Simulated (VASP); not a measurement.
# Zr2HS4 in VASP: further runs, part 2 of 2

VASP 6.6.1.

## (4) Single point, PBE+D3(BJ)

The input, INCAR:

```
SYSTEM = Zr2HS4
ALGO = Normal
DIPOL = 0.5 0.5 0.274
EDIFF = 1E-6
ENCUT = 400
GGA = PE
GGA_COMPAT = .FALSE.
IDIPOL = 3
ISIF = 2
ISMEAR = 0
IVDW = 12
LASPH = .TRUE.
LCHARG = .FALSE.
LDIPOL = .TRUE.
LREAL = .FALSE.
LWAVE = .FALSE.
NBANDS = 62
NELM = 120
NELMDL = -8
PREC = Accurate
SIGMA = 0.05
```

The input, KPOINTS:

```
k-points
0
G
  6 6 1
  0 0 0
```

The input, POSCAR:

```
Zr2HS4
1.0
    7.2976778227      0.0000000000      0.0000000000
   -3.6488389114      6.3199743831      0.0000000000
    0.0000000000      0.0000000000     20.9171506047
S Zr H
8 4 2
Direct
    0.3333333333      0.1666666667      0.1912306354
    0.3333333333      0.6666666667      0.1912306354
    0.8333333333      0.1666666667      0.1912306354
    0.8333333333      0.6666666667      0.1912306354
    0.1666666667      0.3333333333      0.3306927762
    0.1666666667      0.8333333333      0.3306927762
    0.6666666667      0.3333333333      0.3306927762
    0.6666666667      0.8333333333      0.3306927762
    0.0000000000      0.0000000000      0.2609617058
    0.0000000000      0.5000000000      0.2609617058
    0.5000000000      0.0000000000      0.2609617058
    0.5000000000      0.5000000000      0.2609617058
    0.3435255474      0.6870510948      0.3522062227
    0.4898077859      0.9796155718      0.3522062227
```

Potentials or basis: VASP PAW PBE potentials, release 64 (S, Zr_sv, H).

Run with:

```console
$ cat potpaw_PBE.64/S/POTCAR potpaw_PBE.64/Zr_sv/POTCAR potpaw_PBE.64/H/POTCAR > POTCAR
$ mpirun -np 1 vasp_std > vasp.out
```

OUTCAR:

```text
SYSTEM = Zr2HS4
   EDIFF = 1E-6
   ENCUT = 400
   GGA = PE
   ISIF = 2
   ISMEAR = 0
   IVDW = 12
   LASPH = .TRUE.
   LREAL = .FALSE.
   NELM = 120
   NELMDL = -8
   PREC = Accurate
 IVDW          = 12

 ion  position               nearest neighbor table
   1  0.333  0.167  0.191-   9 2.56  12 2.56  11 2.56
   2  0.333  0.667  0.191-  10 2.56  11 2.56  12 2.56
   3  0.833  0.167  0.191-  11 2.56  10 2.56   9 2.56
   4  0.833  0.667  0.191-  12 2.56   9 2.56  10 2.56
   5  0.167  0.333  0.331-  12 2.56   9 2.56  10 2.56
   6  0.167  0.833  0.331-  11 2.56  10 2.56   9 2.56
   7  0.667  0.333  0.331-  10 2.56  11 2.56  12 2.56
   8  0.667  0.833  0.331-   9 2.56  12 2.56  11 2.56
   9  0.000  0.000  0.261-   1 2.56   8 2.56   5 2.56   4 2.56   6 2.56   3 2.56  12 3.65  12 3.65
                            11 3.65  11 3.65  10 3.65  10 3.65
  10  0.000  0.500  0.261-   2 2.56   7 2.56   6 2.56   3 2.56   4 2.56   5 2.56  11 3.65  11 3.65
                            12 3.65  12 3.65   9 3.65   9 3.65
  11  0.500  0.000  0.261-  14 1.91   6 2.56   3 2.56   7 2.56   2 2.56   8 2.56   1 2.56  10 3.65
                            10 3.65   9 3.65   9 3.65  12 3.65  12 3.65
  12  0.500  0.500  0.261-   4 2.56   5 2.56   1 2.56   8 2.56   7 2.56   2 2.56   9 3.65   9 3.65
                            10 3.65  10 3.65  11 3.65  11 3.65
  13  0.344  0.687  0.352-
  14  0.490  0.980  0.352-  11 1.91

  LATTYP: Found a hexagonal cell.
 ALAT       =     7.2976778227
 C/A-ratio  =     2.8662748771

  Lattice vectors:

 A1 = (   7.2976778227,   0.0000000000,   0.0000000000)
 A2 = (  -3.6488389114,   6.3199743831,   0.0000000000)
 A3 = (   0.0000000000,   0.0000000000,  20.9171506047)

Analysis of symmetry for initial positions (statically):
=====================================================================
 Subroutine PRICEL returns:
 Original cell was already a primitive cell.

 Routine SETGRP: Setting up the symmetry group for a
 hexagonal supercell.

 Subroutine GETGRP returns: Found  2 space group operations
 (whereof  2 operations were pure point group operations)
[... 172 lines left out ...]
  ext. energy  EPLUGINS =         0.00000000
  ---------------------------------------------------
  free energy    TOTEN  =       -88.55202387 eV

  energy without entropy =      -88.54984959  energy(sigma->0) =      -88.55093673

 E-fermi :  -2.1862     XC(G=0):  -3.2077

 val. band max:       -2.1985815960   @ k =   0.3333   0.3333   0.0000
 cond. band min:      -2.0918654901   @ k =   0.0000   0.0000   0.0000
 fundamental gap:      0.1067161058
 Fermi energy:        -2.1862329510

 k-point     1 :       0.0000    0.0000    0.0000
  band No.  band energies     occupation
      1     -51.9912      2.00000
      2     -51.9335      2.00000
      3     -51.9241      2.00000
      4     -51.3647      2.00000
      5     -30.1430      2.00000
      6     -30.1430      2.00000
[... 821 lines left out ...]
     60       0.4124      0.00000
     61       0.4727      0.00000
 [bands above 61 left out]

------------------------ aborting loop because EDIFF is reached ----------------------------------------

 vacuum level on the upper side and lower side of the slab       (xc-potential included)        -0.364         0.136

 Edisp (eV)   -3.16949

 E8    (eV) :    -1.4070

  FORCE on cell =-STRESS in cart. coord.  units (eV):
  Direction    XX          YY          ZZ          XY          YZ          ZX
  --------------------------------------------------------------------------------------
  -------------------------------------------------------------------------------------
  Total      -2.12421     2.54217     1.47463    -0.00000    -0.07991     0.00000
  in kB      -3.52782     4.22194     2.44901    -0.00000    -0.13271     0.00000
  external pressure =        1.05 kB  Pullay stress =        0.00 kB

 VOLUME and BASIS-vectors are now :
 -----------------------------------------------------------------------------
  energy-cutoff  :      400.00
  volume of cell :      964.72
      direct lattice vectors                 reciprocal lattice vectors
     7.297677823  0.000000000  0.000000000     0.137029891  0.079114245  0.000000000
    -3.648838911  6.319974383  0.000000000     0.000000000  0.158228489  0.000000000
     0.000000000  0.000000000 20.917150605     0.000000000  0.000000000  0.047807659

 POSITION                                       TOTAL-FORCE (eV/Angst)
 -----------------------------------------------------------------------------------
      1.82442      1.05333      4.00000        -0.286593      0.056995     -0.029599
     -0.00000      4.21332      4.00000         0.000000     -0.191680     -0.107055
      5.47326      1.05333      4.00000         0.286593      0.056995     -0.029599
      3.64884      4.21332      4.00000        -0.000000      0.112157     -0.041823
      0.00000      2.10666      6.91715         0.000000     -0.037376      0.734533
     -1.82442      5.26665      6.91715         0.080616     -0.595185      1.114706
      3.64884      2.10666      6.91715        -0.000000      0.606857      0.092834
      1.82442      5.26665      6.91715        -0.080616     -0.595185      1.114706
      0.00000      0.00000      5.45858        -0.000000      0.175041     -0.790350
     -1.82442      3.15999      5.45858        -0.256172     -0.267956     -0.362492
      3.64884      0.00000      5.45858        -0.000000      0.488754      0.237453
      1.82442      3.15999      5.45858         0.256172     -0.267956     -0.362492
     -0.00000      4.34215      7.36715         0.000000     -0.089642     -0.909591
     -0.00000      6.19115      7.36715        -0.000000      0.548181     -0.661234
 -----------------------------------------------------------------------------------
    total drift:                                0.000000      0.000010      0.000678

  FREE ENERGIE OF THE ION-ELECTRON SYSTEM (eV)
  ---------------------------------------------------
  free  energy   TOTEN  =       -91.7215103392 eV

  energy  without entropy=      -91.7193360575  energy(sigma->0) =      -91.72042320

 vacuum level on the upper side and lower side of the slab         2.761         3.275
```

OSZICAR:

```text
N       E                     dE             d eps       ncg     rms          rms(c)
DAV:   1     0.800507084630E+03    0.80051E+03   -0.36856E+04  1980   0.100E+03
DAV:   2     0.175862215548E+02   -0.78292E+03   -0.76738E+03  2244   0.271E+02
DAV:   3    -0.884070094498E+02   -0.10599E+03   -0.10523E+03  2074   0.916E+01
[... 21 lines left out ...]
DAV:  25    -0.885520086355E+02   -0.11206E-04   -0.38708E-07  1238   0.107E-03    0.394E-04
DAV:  26    -0.885520146779E+02   -0.60424E-05   -0.12612E-07  1176   0.723E-04    0.283E-04
DAV:  27    -0.885520191696E+02   -0.44917E-05   -0.99819E-08  1170   0.573E-04    0.154E-04
DAV:  28    -0.885520229124E+02   -0.37427E-05   -0.12380E-07  1186   0.554E-04    0.180E-04
DAV:  29    -0.885520238714E+02   -0.95903E-06   -0.35099E-08  1080   0.385E-04
   1 F= -.91721510E+02 E0= -.91720423E+02  d E =-.217428E-02
```

stdout:

```text
POSCAR found type information on POSCAR S ZrH
 POSCAR found :  3 types and      14 ions
 scaLAPACK will be used
 LDA part: xc-table for (Slater+PW92), standard interpolation
 POSCAR, INCAR and KPOINTS ok, starting setup
 FFT: planning ... GRIDC
 FFT: planning ... GRID_SOFT
 FFT: planning ... GRID
 WAVECAR not read
 entering main loop
```

Wall time 24 min (1 thread of Intel Xeon Platinum 8259CL at 2.50GHz (Skylake/Cascade Lake), shared host); peak memory 0.91 GiB.

Results:

```
Free energy                : -91.7215 eV
Largest force              : 1.266 eV/Å
Band gap on the k mesh     : zero (bands 49 and 50 overlap by 0.01 eV)
Dispersion energy per atom : -0.226 eV
```

Forces in eV/Å, atoms in the order of the input:
```
S   -0.287  0.057 -0.030
S    0.000 -0.192 -0.107
S    0.287  0.057 -0.030
S    0.000  0.112 -0.042
S    0.000 -0.037  0.735
S    0.081 -0.595  1.115
S    0.000  0.607  0.093
S   -0.081 -0.595  1.115
Zr   0.000  0.175 -0.790
Zr  -0.256 -0.268 -0.362
Zr   0.000  0.489  0.237
Zr   0.256 -0.268 -0.362
H    0.000 -0.090 -0.910
H    0.000  0.548 -0.661
```

## (5) Summary

```csv
cell,gap on the mesh (eV),largest force (eV/Å)
"as given, atomic positions A",0.09,1.17
"as given, atomic positions B",0.03,2.12
"as given, atomic positions C",none,1.27
```

Alike in all rows: task single point; level PBE+D3(BJ); potentials or basis VASP PAW PBE potentials, release 64 (S, Zr_sv, H); no spin polarisation; k mesh 6 × 6 × 1; cutoff (eV) 400; smearing gaussian 0.05 eV.

Absolute energies hang on the potentials; compare differences alone.

The gap in the log of VASP goes by the Fermi energy; the results here count the filled bands.